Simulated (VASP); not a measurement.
Here is a VASP 6.6.1 calculation.

INCAR

```
PREC     = Accurate       # precision mode
ENCUT    = 520            # plane-wave cutoff, eV
EDIFF    = 1E-6           # SCF threshold, eV
ISMEAR   = 0              # smearing method
SIGMA    = 0.1            # smearing width, eV
LREAL    = F              # projectors in reciprocal space
LASPH    = T              # aspherical terms in the spheres
NELM     = 60             # most SCF steps
ALGO     = Fast           # electronic algorithm
ISIF     = 2              # what is computed and relaxed
LWAVE    = F              # write WAVECAR
LCHARG   = F              # write CHGCAR
GGA      = PE             # functional
NBANDS   = 36             # bands
```

Contents of KPOINTS:

```
Automatic mesh
0
Gamma
  6 6 6
```

Contents of POSCAR:

```
NaCa2
1.0
    0.0000000000      5.1910265502      5.1910265502
    5.1910265502      0.0000000000      5.1910265502
    5.1910265502      5.1910265502      0.0000000000
Na Ca
2 4
Direct
    0.5000000000      0.5000000000      0.5000000000
    0.7500000000      0.7500000000      0.7500000000
    0.1250000000      0.1250000000      0.1250000000
    0.6250000000      0.1250000000      0.1250000000
    0.1250000000      0.1250000000      0.6250000000
    0.1250000000      0.6250000000      0.1250000000
```

Potentials or basis: VASP PAW PBE potentials, release 64 (Na_pv, Ca_sv).

The run is started by

```sh
$ cat potpaw_PBE.64/Na_pv/POTCAR potpaw_PBE.64/Ca_sv/POTCAR > POTCAR
$ mpirun -np 1 vasp_std > vasp.out
```

Problem. Estimate the pressure.

Solution. 0.0 GPa.

Problem. Predict the band gap on the k mesh.

Solution. Zero (bands 27 and 28 overlap by 0.79 eV).
